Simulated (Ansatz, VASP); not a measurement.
One calculation of CdS, two programs

```
Cd S
1.0
     4.17748    0.00000    0.00000
    -2.08874    3.61781    0.00000
     0.00000    0.00000    6.78162
Cd S
2 2
Cartesian
  2.0887 1.2059 3.3908
  0.0000 2.4119 0.0000
  2.0887 1.2059 5.9339
  0.0000 2.4119 2.5431
```

Change from the starting cell: volume scaled by 1.02.

Alike in both runs: task single point; functional b88 exchange, pbe correlation; k mesh 7 × 7 × 4; occupations tetrahedron; collinear spin.

```csv
,VASP,Ansatz
version,VASP 6.6.1,Ansatz 0.2.0
potentials or method,"VASP PAW PBE potentials, release 64 (Cd, S), cutoff 500 eV","all-electron LAPW, non-relativistic"
```

Ansatz gave:

| Quantity | Value |
| --- | --- |
| gap on the k mesh at the Fermi level (eV) | 1.66 |
| least direct gap on the mesh (eV) | 1.66 |
| pressure (GPa) | 2.8 |
| traceless stress, the component that is largest in VASP (GPa) | 0.35 |
| rms of the force components (eV/Å) | 0.047 |
| net moment per atom (μB) | 0.00 |

Q: Which values does VASP return?

A: gap on the k mesh at the Fermi level (eV): 1.16; least direct gap on the mesh (eV): 1.16; pressure (GPa): 1.1; traceless stress, the component that is largest in VASP (GPa): 0.39; rms of the force components (eV/Å): 0.038; net moment per atom (μB): 0.00.

VASP's potentials were made for PBE, not for b88 exchange, pbe correlation. Atom by atom the forces differ by 0.009 eV/Å (rms over components). Ansatz ran all-electron here, and VASP with PAW potentials.
